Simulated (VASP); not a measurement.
LiIn3:

```
CELL_PARAMETERS angstrom
4.58035 0.00000 0.00000
0.00000 4.58035 0.00000
0.00000 0.00000 4.58035
ATOMIC_POSITIONS crystal
Li 0.50000 0.50000 0.50000
In 0.50000 0.00000 0.00000
In 0.00000 0.50000 0.00000
In 0.00000 0.00000 0.50000
```

| Property | Result |
| --- | --- |
| Program | VASP 6.6.1 |
| Task | relaxation of cell and atoms |
| Functional | LDA |
| Potentials or basis | VASP PAW LDA potentials, release 64 (Li_sv, In_d) |
| Cutoff | 600 eV |
| k mesh | 10 × 10 × 10 |
| Occupations | gaussian, width 0.1 eV |
| Spin | no spin polarisation |

At the start: pressure -3.8 GPa; volume 24.02 Å³/atom.

Q: How do energy, volume and symmetry change on relaxing?

A: Over 3 steps the energy falls by 33.8 meV/atom and the volume is 21.51 Å³/atom (-10.5 %); space group Pm-3m (No. 221, to 0.1 Å) before and after.

Step by step:
```
step  energy change (eV)  largest force (eV/Å)  pressure (GPa)  volume (Å³)
   1              0.0000                0.0000           -3.82        96.09
   2             -0.1260                0.0000           -1.17        88.35
   3             -0.1351                0.0000           -0.03        86.03
```

Final structure:
```
Li In
1.0
     4.41443    0.00000    0.00000
     0.00000    4.41443    0.00000
     0.00000    0.00000    4.41443
Li In
1 3
Direct
  0.50000 0.50000 0.50000
  0.50000 0.00000 0.00000
  0.00000 0.50000 0.00000
  0.00000 0.00000 0.50000
```

Caveat: the cutoff is under 1.25 times the usual one of these potentials, so pressure, stress and relaxed cells hold a basis-set (Pulay) error.
